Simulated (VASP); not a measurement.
Runs of VASP 6.6.1 on AgCl. The structure is that of space group Fm-3m (No. 225), or close to it. The cells are those of the table. 

```tsv
task	cell	k mesh	cutoff (eV)	smearing	gap on the mesh (eV)	pressure (GPa)
single point	a = 3.903 Å, angles 60.0, 60.0, 90.0°, 2 atoms	8 × 8 × 8	520	gaussian 0.01 eV	0.73	-2.1
relaxation of cell and atoms	relaxed to 10 GPa from a = 3.852 Å, angles 60.0, 60.0, 90.0°, 2 atoms	8 × 8 × 8	600	gaussian 0.01 eV	0.77	10.0
single point	a = 3.693 Å, angles 60.0, 60.0, 90.0°, 2 atoms	8 × 8 × 8	520	gaussian 0.01 eV	0.77	(b)
single point	a = 3.852 Å, angles 60.0, 60.0, 90.0°, 2 atoms	12 × 12 × 12	520	fermi-dirac 0.1 eV	0.72	(a)
relaxation of cell and atoms	relaxed to 2 GPa from a = 3.852 Å, angles 60.0, 60.0, 90.0°, 2 atoms	8 × 8 × 8	600	gaussian 0.01 eV	0.72	2.0
single point	a = 3.640 Å, angles 60.0, 60.0, 90.0°, 2 atoms	8 × 8 × 8	520	gaussian 0.01 eV	0.80	14.9
relaxation of cell and atoms	relaxed to -2 GPa from a = 3.852 Å, angles 60.0, 60.0, 90.0°, 2 atoms	8 × 8 × 8	600	gaussian 0.01 eV	0.73	-2.0
single point	a = 3.811 Å, angles 60.0, 60.0, 90.0°, 2 atoms	8 × 8 × 8	520	gaussian 0.01 eV	0.72	1.9
```

Alike in all rows: level PBEsol; potentials or basis VASP PAW PBE potentials, release 64 (Ag, Cl); no spin polarisation.

**Question.** Fill in the values left out.

**Answer.** (a) -0.1; (b) 9.9.

Caveats: the PAW data sets were made with another functional, which shifts forces and pressure a little; semilocal functionals underestimate gaps, and a narrow one can read as zero (at least some runs); the cell is relaxed towards a set pressure, so the run minimises the enthalpy, not the energy (at least some runs); the cell stands under pressure (at least some runs).

A k mesh can miss the band edges, and the runs leave out spin-orbit coupling on Ag.
